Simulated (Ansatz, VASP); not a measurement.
**Cs: VASP beside Ansatz**

The input POSCAR:

```
Cs
1.0
    0.0000000000      3.9218360440      3.9218360440
    3.9218360440      0.0000000000      3.9218360440
    3.9218360440      3.9218360440      0.0000000000
Cs
1
Direct
    0.0000000000      0.0000000000      0.0000000000
```

The input INCAR.step1:

```
SYSTEM = Cs
PREC = Accurate
ENCUT = 520
ISMEAR = -1
SIGMA = 0.05
LREAL = .False.
LASPH = .True.
NELM = 80
NBANDS = 10
GGA = PE
ALGO = Normal
EDIFF = 1E-4
LWAVE = .True.
LCHARG = .False.
```

The input INCAR.step2:

```
SYSTEM = Cs
PREC = Accurate
ENCUT = 520
EDIFF = 1E-7
ISMEAR = -1
SIGMA = 0.05
LREAL = .False.
LASPH = .True.
NELM = 80
ALGO = Normal
ISIF = 2
LWAVE = .False.
LCHARG = .False.
METAGGA = R2SCAN
LMIXTAU = .True.
NBANDS = 10
ISTART = 1
```

Contents of KPOINTS:

```
Automatic mesh
0
Gamma
  6 6 6
  0 0 0
```

File input.yaml:

```yaml
crystal:
  lattice:
    - [0.0, 3.921836044, 3.921836044]
    - [3.921836044, 0.0, 3.921836044]
    - [3.921836044, 3.921836044, 0.0]
  atoms:
    - { symbol: Cs, position: [0.0, 0.0, 0.0] }
hamiltonian:
  xc: r2scan
  pseudopotentials: { kind: paw }
kpoints:
  mp_grid: { grid: [6, 6, 6] }
scf:
  occupations: { method: fermi_dirac, width: 0.05 }
output:
  forces: true
  stress: true
  eigenvalues: true
```

Alike in both runs: task single point; functional r2SCAN; k mesh 6 × 6 × 6; occupations fermi-dirac, width 0.05 eV; no spin polarisation.

|  | VASP | Ansatz |
| --- | --- | --- |
| version | VASP 6.6.1 | Ansatz 0.2.0 |
| potentials or method | VASP PAW PBE potentials, release 64 (Cs_sv) | Ansatz PAW |
| plane-wave cutoff (eV) | 520 | 500 |
| valence electrons in the cell | 9 | 9 |

|  | VASP | Ansatz | Ansatz less VASP |
| --- | --- | --- | --- |
| gap on the k mesh at the Fermi level (eV) | none | none | - |
| pressure (GPa) | 0.1 | 0.1 | 0.00 |

VASP's potentials were made for PBE, not for r2SCAN. A gap of «none» marks a metal or a gap that the smearing closes. With one functional, cell and mesh, what is left measures potentials, basis and numerics.

Spin-orbit coupling is off throughout.
